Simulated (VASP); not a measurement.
# RbLaSn3 (R3m) in VASP: single point with PBE

Aim: the single point of RbLaSn3 with PBE.

All numbers are computed with VASP 6.6.1; they aren't measurements. Logs are shortened: lines on timing, memory, paths and dates and some standing lists are left out, and cuts for length are marked.

### 1 The cell of the first run

The structure is trigonal, space group R3m (No. 160). Conventional cell: a = 8.222 Å, b = 8.222 Å, c = 10.746 Å, α = 90.00°, β = 90.00°, γ = 120.00°. Rb (site symmetry 3m) has 12 Sn at 3.89 to 4.78 Å and 4 La at 4.28 to 4.80 Å within 5.1 Å. La (site symmetry 3m) has 6 Sn at 3.14 to 3.39 Å within 4.1 Å. Sn (site symmetry m) has 2 Sn at 2.89 Å and 2 La at 3.14 to 3.39 Å and 1 Rb at 3.89 Å within 3.9 Å.

The cell was generated, and may not be a known phase.

### 2 Single point, PBE

INCAR

```
SYSTEM = RbLaSn3
ALGO = Normal
EDIFF = 1E-7
ENCUT = 520
GGA = PE
ISIF = 2
ISMEAR = 0
LASPH = .True.
LCHARG = .True.
LELF = .True.
LREAL = .False.
LVHAR = .True.
LWAVE = .False.
NBANDS = 39
NELM = 100
PREC = Accurate
SIGMA = 0.2
```

KPOINTS

```
k-points
0
Gamma
  3 3 3
  0 0 0
```

POSCAR

```
RbLaSn3
1.0
    4.1109699992      2.3734696337      3.5819043192
   -4.1109699992      2.3734696337      3.5819043192
    0.0000000000     -4.7469392733      3.5819043153
Rb La Sn
1 1 3
Direct
    0.0301965582      0.0301965582      0.0301965582
    0.6322356267      0.6322356267      0.6322356267
    0.4742975979      0.4742975979      0.1229775693
    0.4742975979      0.1229775693      0.4742975979
    0.1229775693      0.4742975979      0.4742975979
```

Potentials or basis: VASP PAW PBE potentials, release 64 (Rb_sv, La, Sn_d).

The run is started by

```sh
cat potpaw_PBE.64/Rb_sv/POTCAR potpaw_PBE.64/La/POTCAR potpaw_PBE.64/Sn_d/POTCAR > POTCAR
mpirun -np 1 vasp_std > vasp.out
```

OUTCAR:

```text
SYSTEM = RbLaSn3
   EDIFF = 1E-7
   ENCUT = 520
   GGA = PE
   ISIF = 2
   ISMEAR = 0
   LASPH = .True.
   LREAL = .False.
   NELM = 100
   PREC = Accurate

 ion  position               nearest neighbor table
   1  0.030  0.030  0.030-   3 3.89   4 3.89   5 3.89   4 4.17   5 4.17   5 4.17   4 4.17   3 4.17
                             3 4.17   2 4.28   3 4.78   4 4.78   5 4.78
   2  0.632  0.632  0.632-   3 3.14   4 3.14   5 3.14   4 3.39   5 3.39   3 3.39   1 4.28
   3  0.474  0.474  0.123-   4 2.89   5 2.89   2 3.14   2 3.39   1 3.89   1 4.17   1 4.17   1 4.78

   4  0.474  0.123  0.474-   3 2.89   5 2.89   2 3.14   2 3.39   1 3.89   1 4.17   1 4.17   1 4.78

   5  0.123  0.474  0.474-   3 2.89   4 2.89   2 3.14   2 3.39   1 3.89   1 4.17   1 4.17   1 4.78

  LATTYP: Found a trigonal (rhomboedric) cell.
 ALAT       =     5.9467193467
 COS(alpha) =     0.0442072646

  Lattice vectors:

 A1 = (   4.1109699992,   2.3734696337,   3.5819043192)
 A2 = (  -4.1109699992,   2.3734696337,   3.5819043192)
 A3 = (   0.0000000000,  -4.7469392733,   3.5819043153)

Analysis of symmetry for initial positions (statically):
=====================================================================
 Subroutine PRICEL returns:
 Original cell was already a primitive cell.

 Routine SETGRP: Setting up the symmetry group for a
 trigonal (rhombohedral) supercell.

 Subroutine GETGRP returns: Found  6 space group operations
 (whereof  6 operations were pure point group operations)
 out of a pool of 12 trial point group operations.

The static configuration has the point symmetry C_3v.

Analysis of symmetry for dynamics (positions and initial velocities):
=====================================================================
 Subroutine PRICEL returns:
 Original cell was already a primitive cell.

 Routine SETGRP: Setting up the symmetry group for a
 trigonal (rhombohedral) supercell.

 Subroutine GETGRP returns: Found  6 space group operations
 (whereof  6 operations were pure point group operations)
 out of a pool of 12 trial point group operations.

The dynamic configuration has the point symmetry C_3v.

 Subroutine INISYM returns: Found  6 space group operations
 (whereof  6 operations are pure point group operations),
 and found     1 'primitive' translations

----------------------------------------------------------------------------------------

                                     Primitive cell

  volume of cell :     209.6975

  direct lattice vectors                    reciprocal lattice vectors
     4.110969999  2.373469634  3.581904319     0.121625796  0.070220686  0.093060368
    -4.110969999  2.373469634  3.581904319    -0.121625796  0.070220686  0.093060368
     0.000000000 -4.746939273  3.581904315     0.000000000 -0.140441373  0.093060368

  length of vectors
     5.946719347  5.946719347  5.946719347     0.168475551  0.168475551  0.168475551

  position of ions in fractional coordinates (direct lattice)
     0.030196558  0.030196558  0.030196558
     0.632235627  0.632235627  0.632235627
     0.474297598  0.474297598  0.122977569
     0.474297598  0.122977569  0.474297598
     0.122977569  0.474297598  0.474297598

  ion indices of the primitive-cell ions
   primitive index   ion index
                 1           1
                 2           2
                 3           3
                 4           4
                 5           5

----------------------------------------------------------------------------------------

 KPOINTS: k-points

Automatic generation of k-mesh.
 Grid dimensions read from file:
 generate k-points for:    3    3    3

 Generating k-lattice:

  Cartesian coordinates                     Fractional coordinates (reciprocal lattice)
     0.040541932  0.023406895  0.031020123     0.333333333  0.000000000  0.000000000
    -0.040541932  0.023406895  0.031020123     0.000000000  0.333333333  0.000000000
     0.000000000 -0.046813791  0.031020123     0.000000000  0.000000000  0.333333333

  Length of vectors
     0.056158517  0.056158517  0.056158517

  Shift w.r.t. Gamma in fractional coordinates (k-lattice)
     0.000000000  0.000000000  0.000000000

 Subroutine IBZKPT returns following result:
 ===========================================

 Found      6 irreducible k-points:

 Following reciprocal coordinates:
            Coordinates               Weight
  0.000000  0.000000  0.000000      1.000000
  0.333333  0.000000  0.000000      6.000000
  0.333333  0.333333  0.000000      6.000000
 -0.333333  0.333333  0.000000      6.000000
  0.333333  0.333333  0.333333      2.000000
 -0.333333  0.333333  0.333333      6.000000
   k-points           NKPTS =      6   k-points in BZ     NKDIM =      6   number of bands    NBANDS=     39
   number of dos      NEDOS =    301   number of ions     NIONS =      5
   total plane-waves  NPLWV = 110592
   dimension x,y,z NGX =    48 NGY =   48 NGZ =   48
   dimension x,y,z NGXF=    96 NGYF=   96 NGZF=   96
   ions per type =               1   1   3
   NGX,Y,Z   is equivalent  to a cutoff of  13.42, 13.42, 13.42 a.u.
   NGXF,Y,Z  is equivalent  to a cutoff of  26.84, 26.84, 26.84 a.u.
 SYSTEM =  RbLaSn3
   PREC   = accura    normal or accurate (medium, high low for compatibility)
   ISTART =      0    job   : 0-new  1-cont  2-samecut
   ICHARG =      2    charge: 1-file 2-atom 10-const
   ISPIN  =      1    spin polarized calculation?
   LNONCOLLINEAR =      F non collinear calculations
   LSORBIT =      F    spin-orbit coupling
   LASPH  =      T    aspherical Exc in radial PAW
   ENCUT  =  520.0 eV  38.22 Ry    6.18 a.u.  11.06 11.06 11.06*2*pi/ulx,y,z
   NELM   =    100;   NELMIN=  2; NELMDL= -5     # of ELM steps
   EDIFF  = 0.1E-06   stopping-criterion for ELM
   LREAL  =      F    real-space projection
   EDIFFG = 0.1E-05   stopping-criterion for IOM
   NSW    =      0    number of steps for IOM
   IBRION =     -1    ionic relax: 0-MD 1-quasi-New 2-CG
   NFREE  =      0    steps in history (QN), initial steepest desc. (CG)
   ISIF   =      2    stress and relaxation
   ISYM   =      2    0-nonsym 1-usesym 2-fastsym
   POTIM  = 0.5000    time-step for ionic-motion
   TEBEG  =    0.0;   TEEND  =   0.0 temperature during run
   PSTRESS=    0.0 pullay stress
   NELECT =      62.0000    total number of electrons
   NUPDOWN=      -1.0000    fix difference up-down
   EMIN   =  10.00;   EMAX   =-10.00  energy-range for DOS
   EFERMI =   0.00;   METHOD = LEGACY
   ISMEAR =     0;   SIGMA  =   0.20  broadening in eV -4-tet -1-fermi 0-gaus
   EFERMI_NEDOS =   21; number of points for ismear=-14 and -15
   IALGO  =     38    algorithm
   IMIX   =      4    mixing-type and parameters
     AMIX     =   0.40;   BMIX     =  1.00
     AMIX_MAG =   1.60;   BMIX_MAG =  1.00
  volume/ion in A,a.u.               =      41.94       283.02
  Fermi-wavevector in a.u.,A,eV,Ry     =   1.090622  2.060977 16.183541  1.189457
  Thomas-Fermi vector in A             =   2.226850
   LORBIT       =      0    0 simple, 1 ext, 2 COOP (PROOUT), +10 PAW based schemes
   GGA     = PE    functional components
   LHFCALC =     F    Hartree Fock is set to
   AEXX    =    0.0000 exact exchange contribution
   IVDW    =     0    specifies the selected vdW correction
   LEPSILON=     F    determine dielectric tensor
   LRPA    =     F    only Hartree local field effects (RPA)
 non-spin polarized calculation
 Gauss-broadening in eV      SIGMA  =   0.20
  energy-cutoff  :      520.00
  volume of cell :      209.70
 maximum number of plane-waves:      5671
 NGX is ok and might be reduce to    48
   NGX = 23   NGY = 23   NGZ = 23

 number of electron      62.0000013 magnetization

 Free energy of the ion-electron system (eV)
  ---------------------------------------------------
  ext. energy  EPLUGINS =         0.00000000
  ---------------------------------------------------
  free energy    TOTEN  =       -18.07618939 eV

  energy without entropy =      -17.98741486  energy(sigma->0) =      -18.03180213

 E-fermi :   3.9874     XC(G=0):  -8.1430

 val. band max:        3.9809531127   @ k =   0.3333   0.3333   0.3333
 cond. band min:       4.0171105927   @ k =   0.3333   0.3333   0.0000
 fundamental gap:      0.0361574800
 Fermi energy:         3.9873852162

 k-point     1 :       0.0000    0.0000    0.0000
  band No.  band energies     occupation
      1     -29.2871      2.00000
      2     -23.7545      2.00000
      3     -17.3218      2.00000
      4     -17.2690      2.00000
      5     -17.2690      2.00000
      6     -17.1996      2.00000
[... 31 lines left out ...]
     38       5.3944      0.00000
     39       5.4643      0.00000

 k-point     2 :       0.3333    0.0000    0.0000
  band No.  band energies     occupation
      1     -29.2869      2.00000
      2     -23.7544      2.00000
      3     -17.3285      2.00000
      4     -17.2668      2.00000
      5     -17.2666      2.00000
      6     -17.1995      2.00000
[... 31 lines left out ...]
     38       5.4853      0.00000
     39       5.4859      0.00000

 k-point     3 :       0.3333    0.3333    0.0000
  band No.  band energies     occupation
      1     -29.2867      2.00000
      2     -23.7543      2.00000
      3     -17.3284      2.00000
      4     -17.2666      2.00000
      5     -17.2659      2.00000
      6     -17.1981      2.00000
[... 31 lines left out ...]
     38       5.4935      0.00000
     39       5.4947      0.00000

 k-point     4 :      -0.3333    0.3333    0.0000
  band No.  band energies     occupation
      1     -29.2867      2.00000
      2     -23.7543      2.00000
      3     -17.3318      2.00000
      4     -17.2658      2.00000
      5     -17.2650      2.00000
      6     -17.1985      2.00000
[... 31 lines left out ...]
     38       5.4617      0.00000
     39       5.5101      0.00000

 k-point     5 :       0.3333    0.3333    0.3333
  band No.  band energies     occupation
      1     -29.2865      2.00000
      2     -23.7542      2.00000
      3     -17.3210      2.00000
      4     -17.2677      2.00000
      5     -17.2677      2.00000
      6     -17.1960      2.00000
[... 31 lines left out ...]
     38       5.4993      0.00000
     39       5.4994      0.00000

 k-point     6 :      -0.3333    0.3333    0.3333
  band No.  band energies     occupation
      1     -29.2865      2.00000
      2     -23.7542      2.00000
      3     -17.3284      2.00000
      4     -17.2659      2.00000
      5     -17.2657      2.00000
      6     -17.1967      2.00000
[... 31 lines left out ...]
     38       5.4733      0.00000
     39       5.4986      0.00000

------------------------ aborting loop because EDIFF is reached ----------------------------------------

  FORCE on cell =-STRESS in cart. coord.  units (eV):
  Direction    XX          YY          ZZ          XY          YZ          ZX
  --------------------------------------------------------------------------------------
  -------------------------------------------------------------------------------------
  Total        0.2635910      0.2635910      0.8531708      0.0000000     -0.0000000      0.0000000
  in kB        2.0139462      2.0139462      6.5185850      0.0000000     -0.0000000      0.0000000
  external PRESSURE =       3.5154925 kB  Pullay stress =       0.0000000 kB

 VOLUME and BASIS-vectors are now :
 -----------------------------------------------------------------------------
  energy-cutoff  :      520.00
  volume of cell :      209.70
      direct lattice vectors                 reciprocal lattice vectors
     4.110969999  2.373469634  3.581904319     0.121625796  0.070220686  0.093060368
    -4.110969999  2.373469634  3.581904319    -0.121625796  0.070220686  0.093060368
     0.000000000 -4.746939273  3.581904315     0.000000000 -0.140441373  0.093060368

 POSITION                                       TOTAL-FORCE (eV/Angst)
 -----------------------------------------------------------------------------------
      0.00000     -0.00000      0.32448         0.000000      0.000000     -0.013166
      0.00000     -0.00000      6.79382         0.000000      0.000000     -0.020635
      0.00000      1.66769      3.83827         0.000000      0.046525      0.011267
      1.44427     -0.83385      3.83827         0.040292     -0.023262      0.011267
     -1.44427     -0.83385      3.83827        -0.040292     -0.023262      0.011267
 -----------------------------------------------------------------------------------
    total drift:                                0.000000      0.000000     -0.001186

  FREE ENERGIE OF THE ION-ELECTRON SYSTEM (eV)
  ---------------------------------------------------
  free  energy   TOTEN  =       -18.0761893908 eV

  energy  without entropy=      -17.9874148627  energy(sigma->0) =      -18.03180213
```

It took 53 s on 1 thread of Intel Xeon 6975P-C (Granite Rapids), shared host; peak memory 0.35 GiB.

Results:

```
Free energy            : -18.0762 eV
Pressure               : 0.4 GPa
Largest force          : 0.048 eV/Å
Band gap on the k mesh : zero (bands 31 and 32 overlap by 0.24 eV)
```

Forces in eV/Å, atoms in the order of the input:
```
Rb   0.000  0.000 -0.013
La   0.000  0.000 -0.021
Sn   0.000  0.047  0.011
Sn   0.040 -0.023  0.011
Sn  -0.040 -0.023  0.011
```

Stress tensor (GPa, compression positive):
```
0.20 0.00 0.00
0.00 0.20 0.00
0.00 0.00 0.65
```

Levels at points of the mesh, in eV from the Fermi level:
```csv
k point,band 28,band 29,band 30,band 31,band 32,band 33,band 34,band 35
"(0.00, 0.00, 0.00)",-1.22,-1.22,-0.93,-0.13,-0.13,1.06,1.06,1.17
```

Caveat: spin-orbit coupling is left out, which moves the levels of the heavy elements.

The gap in the log of VASP goes by the Fermi energy; the results here count the filled bands.